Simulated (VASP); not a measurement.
# HgS3 (R3m) in VASP: further runs, part 2 of 2

VASP 6.6.1. The steps go on from the part before.

**3. Single point, PBE**

The input, INCAR:

```
SYSTEM = HgS3
ALGO = Normal
EDIFF = 1E-7
ENCUT = 520
GGA = PE
ISIF = 2
ISMEAR = 0
LASPH = .TRUE.
LCHARG = .FALSE.
LREAL = .FALSE.
LWAVE = .FALSE.
NBANDS = 23
NELM = 60
PREC = Accurate
SIGMA = 0.02
```

The input, KPOINTS:

```
k-points
0
G
  6 6 6
  0 0 0
```

The input, POSCAR:

```
HgS3
1.0
    4.0164452414      2.3188957413      2.4139604648
   -4.0164452414      2.3188957413      2.4139604648
    0.0000000000     -4.6377914826      2.4139604649
Hg S
1 3
Direct
    0.4457716500      0.4457716500      0.4457716500
    0.7650769871      0.0255012793      0.0255012793
    0.0255012793      0.7650769871      0.0255012793
    0.0255012793      0.0255012793      0.7650769871
```

Potentials or basis: VASP PAW PBE potentials, release 64 (Hg, S).

On the command line:

```
cat potpaw_PBE.64/Hg/POTCAR potpaw_PBE.64/S/POTCAR > POTCAR
mpirun -np 1 vasp_std > vasp.out
```

Wall time 2.2 min (1 thread of AMD EPYC 7R13, shared host); peak memory 0.25 GiB.

It converged, with:

```
Free energy            : -11.1195 eV
Pressure               : -0.3 GPa
Largest force          : 0.225 eV/Å
Band gap on the k mesh : 1.36 eV (least direct gap 1.53 eV)
```

Forces in eV/Å, atoms in the order of the input:
```
Hg   0.000  0.000  0.002
S    0.195  0.113 -0.001
S   -0.195  0.113 -0.001
S    0.000 -0.225 -0.001
```

Stress tensor (GPa, compression positive):
```
-0.47  0.00  0.00
 0.00 -0.47  0.00
 0.00  0.00 -0.02
```

Levels at points of the mesh, in eV from the valence-band top:
```csv
k point,band 13,band 14,band 15,band 16,band 17,band 18
"(0.00, 0.00, 0.00)",-1.27,-0.61,-0.61,1.36,2.79,2.79
"(0.50, 0.00, 0.00)",-1.12,-0.62,-0.22,1.64,3.02,3.22
"(0.50, 0.50, 0.00)",-1.32,-0.30,0.00,1.53,2.30,2.70
"(0.50, 0.50, 0.50)",-0.94,-0.21,-0.21,2.39,2.51,2.51
```

Caveat: spin-orbit coupling is left out, which moves the levels of the heavy elements. A k mesh can miss the band edges.

**4. Relaxation of cell and atoms, PBE**

This run uses another cell than the first one, of 28.04 Å³/atom.

The input, INCAR:

```
SYSTEM = HgS3
PREC = Accurate
ENCUT = 600
EDIFF = 1E-6
ISMEAR = 0
SIGMA = 0.1
LREAL = .FALSE.
LASPH = .TRUE.
NELM = 80
ALGO = Normal
ISIF = 3
LWAVE = .FALSE.
LCHARG = .FALSE.
GGA = PE
IBRION = 2
NSW = 90
EDIFFG = -0.04
```

The input, KPOINTS:

```
Automatic mesh
0
G
  6 6 6
  0 0 0
```

The input, POSCAR:

```
HgS3
1.0
    3.2735964768      1.8900118071      3.0217224465
   -3.2735964768      1.8900118071      3.0217224465
    0.0000000000     -3.7800236142      3.0217224465
Hg S
1 3
Direct
    0.5833333333      0.5833333333      0.5833333333
    0.6785178625      0.0000000000      0.0000000000
    0.0000000000      0.6785178625      0.0000000000
    0.0000000000      0.0000000000      0.6785178625
```

On the command line:

```
cat potpaw_PBE.64/Hg/POTCAR potpaw_PBE.64/S/POTCAR > POTCAR
mpirun -np 1 vasp_std > vasp.out
```

Wall time 57 min (1 thread of AMD EPYC 7R13, shared host); peak memory 0.28 GiB.

Results (log left out):

- Free energy: -11.0770 eV
- Relaxed volume: 36.09 Å³/atom
- Relaxed cell: a = 5.247 Å, b = 5.247 Å, c = 5.247 Å, α = 91.14°, β = 91.14°, γ = 91.14°
- Space group after relaxing (to 0.1 Å): R3m (No. 160)
- Energy gained by relaxing: 89.4 meV/atom
- Ionic steps: 69
- Pressure after relaxing: 0.0 GPa
- Largest force after relaxing: 0.037 eV/Å
- Band gap on the k mesh: 1.51 eV

Forces on the atoms (eV/Å):
```
Hg   0.000  0.000 -0.009
S    0.032  0.018  0.003
S   -0.032  0.018  0.003
S    0.000 -0.037  0.003
```

Stress tensor (GPa, compression positive):
```
 0.01  0.00  0.00
 0.00  0.01  0.00
 0.00  0.00 -0.07
```

The path:
```
step  energy change (eV)  largest force (eV/Å)  pressure (GPa)  volume (Å³)
   1              0.0000                0.7806            1.87       112.17
   3             -0.1886                1.3836            2.94       128.21
   5             -0.2948                0.0410            0.38       142.48
   7             -0.2970                0.1707            0.03       145.13
   9             -0.3003                0.0817            0.12       146.79
  11             -0.3023                0.3665            0.54       154.40
  13             -0.3047                0.1799            0.35       151.97
  15             -0.3090                0.0565            0.13       156.30
  17             -0.3105                0.0673           -0.09       161.16
  19             -0.3108                0.0463           -0.06       161.01
  21             -0.3128                0.0726            0.05       162.69
  23             -0.3133                0.1880            0.17       164.19
  25             -0.3140                0.1752            0.15       164.71
  27             -0.3164                0.1242            0.07       167.05
  29             -0.3188                0.0234           -0.17       176.42
  31             -0.3194                0.0166           -0.11       173.92
  33             -0.3223                0.0121           -0.14       172.13
  35             -0.3314                0.0837           -0.18       164.98
  37             -0.3341                0.1297           -0.20       160.45
  39             -0.3351                0.0581            0.01       159.04
  41             -0.3352                0.0584            0.01       158.96
  43             -0.3359                0.0634            0.02       157.73
  45             -0.3376                0.0863            0.09       152.84
  47             -0.3382                0.0862           -0.06       152.48
  49             -0.3392                0.0975           -0.08       151.85
  51             -0.3429                0.1796           -0.18       149.04
  53             -0.3461                0.2705           -0.28       145.07
  55             -0.3498                0.1116           -0.05       142.78
  57             -0.3508                0.0297            0.17       140.84
  59             -0.3513                0.0240            0.17       140.11
  61             -0.3518                0.0222            0.16       136.84
  63             -0.3524                0.0582            0.08       138.26
  65             -0.3527                0.1241           -0.03       138.88
  67             -0.3541                0.1094           -0.03       139.97
  69             -0.3576                0.0367           -0.02       144.35
```

Final structure:
```xyz
4
Lattice="3.7468 2.1632 2.9684 -3.7468 2.1632 2.9684 0.0000 -4.3264 2.9684" Properties=species:S:1:pos:R:3 pbc="T T T"
Hg    0.0000    0.0000    4.6416
S     2.7066    1.5627    2.1985
S    -2.7066    1.5627    2.1985
S     0.0000   -3.1253    2.1985
```

Levels at points of the mesh, in eV from the valence-band top:
| k point | band 13 | band 14 | band 15 | band 16 | band 17 | band 18 |
| --- | --- | --- | --- | --- | --- | --- |
| (0.00, 0.00, 0.00) | -1.40 | -0.71 | -0.71 | 1.59 | 2.75 | 2.75 |
| (0.50, 0.00, 0.00) | -1.58 | -0.73 | -0.21 | 1.67 | 2.89 | 2.93 |
| (0.50, 0.50, 0.00) | -1.36 | -0.40 | 0.00 | 1.51 | 2.39 | 2.45 |
| (0.50, 0.50, 0.50) | -1.41 | -0.14 | -0.14 | 2.16 | 2.66 | 2.66 |

Caveat: the volume moved by over 15 % at a fixed basis, so the end points are rough; spin-orbit coupling is left out, which moves the levels of the heavy elements.

**5. Relaxation of cell and atoms, PBE**

The input, INCAR:

```
PREC = Accurate
ENCUT = 600
EDIFF = 1E-7
ISMEAR = 0
SIGMA = 0.02
LREAL = F
LASPH = T
NELM = 100
ALGO = Normal
ISIF = 3
LWAVE = F
LCHARG = F
GGA = PE
IBRION = 2
NSW = 100
EDIFFG = -0.01
```

The input, KPOINTS:

```
regular mesh
0
Gamma
  6 6 6
```

The input, POSCAR:

```
HgS3
1.0
    3.7320422874      2.1546956193      2.8014826308
   -3.7320422874      2.1546956193      2.8014826308
    0.0000000000     -4.3093912385      2.8014826308
Hg S
1 3
Direct
    0.5040995000      0.5040995000      0.5040995000
    0.7326978205      0.0125269376      0.0125269376
    0.0125269376      0.7326978205      0.0125269376
    0.0125269376      0.0125269376      0.7326978205
```

On the command line:

```
cat potpaw_PBE.64/Hg/POTCAR potpaw_PBE.64/S/POTCAR > POTCAR
mpirun -np 1 vasp_std > vasp.out
```

Wall time 83 min (1 thread of AMD EPYC 7R13, shared host); peak memory 0.31 GiB.

Results (log left out):

- Free energy: -11.1209 eV
- Relaxed volume: 34.08 Å³/atom
- Relaxed cell: a = 5.248 Å, b = 5.248 Å, c = 5.248 Å, α = 100.43°, β = 100.43°, γ = 100.43°
- Space group after relaxing (to 0.1 Å): R3m (No. 160)
- Energy gained by relaxing: 9.5 meV/atom
- Ionic steps: 57
- Pressure after relaxing: 0.0 GPa
- Largest force after relaxing: 0.009 eV/Å
- Band gap on the k mesh: 1.42 eV (least direct gap 1.58 eV)

Forces in eV/Å, atoms in the order of the input:
```
Hg   0.000  0.000  0.001
S   -0.008 -0.004  0.000
S    0.008 -0.004  0.000
S    0.000  0.009  0.000
```

Step by step:
```tsv
step	energy change (eV)	largest force (eV/Å)	pressure (GPa)	volume (Å³)
1	0.0000	0.2116	-0.08	135.17
3	-0.0014	0.0205	0.20	135.03
5	-0.0056	0.0088	0.14	137.65
7	-0.0099	0.1100	0.06	149.77
9	-0.0102	0.0203	-0.07	150.21
11	-0.0116	0.0207	-0.08	148.04
13	-0.0128	0.0756	-0.09	143.45
15	-0.0131	0.0396	0.02	142.71
17	-0.0131	0.0395	0.02	142.66
19	-0.0134	0.0382	0.02	142.61
21	-0.0144	0.0334	0.02	142.43
23	-0.0182	0.0167	0.02	141.67
25	-0.0313	0.0729	0.08	138.31
27	-0.0322	0.0970	0.11	138.09
29	-0.0341	0.1116	0.14	137.38
31	-0.0347	0.1192	0.17	136.88
33	-0.0352	0.0540	0.07	136.89
35	-0.0354	0.0279	0.00	136.89
37	-0.0355	0.0273	0.00	136.89
39	-0.0359	0.0227	-0.01	136.87
41	-0.0370	0.0290	-0.05	136.80
43	-0.0371	0.0369	-0.06	136.77
45	-0.0372	0.0108	0.01	136.62
47	-0.0376	0.0137	0.00	136.00
49	-0.0377	0.0121	-0.01	136.06
51	-0.0379	0.0578	-0.09	136.31
53	-0.0379	0.0549	-0.08	136.31
55	-0.0380	0.0421	-0.06	136.31
57	-0.0381	0.0090	0.01	136.30
```

Final structure:
```
Hg S
1.0
     4.03254    2.32819    2.41966
    -4.03254    2.32819    2.41966
     0.00000   -4.65637    2.41966
Hg S
1 3
Direct
  0.44608 0.44608 0.44608
  0.76655 0.02461 0.02461
  0.02461 0.76655 0.02461
  0.02461 0.02461 0.76655
```

Levels at points of the mesh, in eV from the valence-band top:
```tsv
k point	band 11	band 12	band 13	band 14	band 15	band 16	band 17	band 18	band 19
(0.00, 0.00, 0.00)	-3.99	-3.99	-1.29	-0.60	-0.60	1.42	2.85	2.85	5.99
(0.50, 0.00, 0.00)	-4.05	-3.79	-1.13	-0.60	-0.23	1.69	3.05	3.28	4.30
(0.50, 0.50, 0.00)	-4.13	-3.74	-1.32	-0.29	0.00	1.58	2.34	2.75	4.95
(0.50, 0.50, 0.50)	-4.04	-3.90	-0.95	-0.21	-0.21	2.43	2.56	2.56	3.65
```

Caveat: spin-orbit coupling is left out, which moves the levels of the heavy elements. A k mesh can miss the band edges.

**6. Summary**

```tsv
task	cell	cutoff (eV)	smearing	gap on the mesh (eV)	pressure (GPa)	relaxed volume (Å³/atom)	largest force (eV/Å)
single point	a = 5.140 Å, angles 93.1°, 4 atoms, atomic positions A	520	gaussian 0.1 eV	1.39	-0.1	-	0.21
single point	a = 5.228 Å, angles 100.4°, 4 atoms, atomic positions B	520	gaussian 0.02 eV	1.36	-0.3	-	0.23
relaxation of cell and atoms	relaxed from a = 4.839 Å, angles 85.1°, 4 atoms, atomic positions C	600	gaussian 0.1 eV	1.51	0.0	36.09	0.04
relaxation of cell and atoms	relaxed from a = 5.140 Å, angles 93.1°, 4 atoms, atomic positions A	600	gaussian 0.02 eV	1.42	0.0	34.08	0.01
```

Alike in all rows: level PBE; potentials or basis VASP PAW PBE potentials, release 64 (Hg, S); no spin polarisation; k mesh 6 × 6 × 6.

Caveats: spin-orbit coupling is left out, which moves the levels of the heavy elements; the volume moved by over 15 % at a fixed basis, so the end points are rough (at least some runs).

Absolute energies hang on the potentials; compare differences alone.
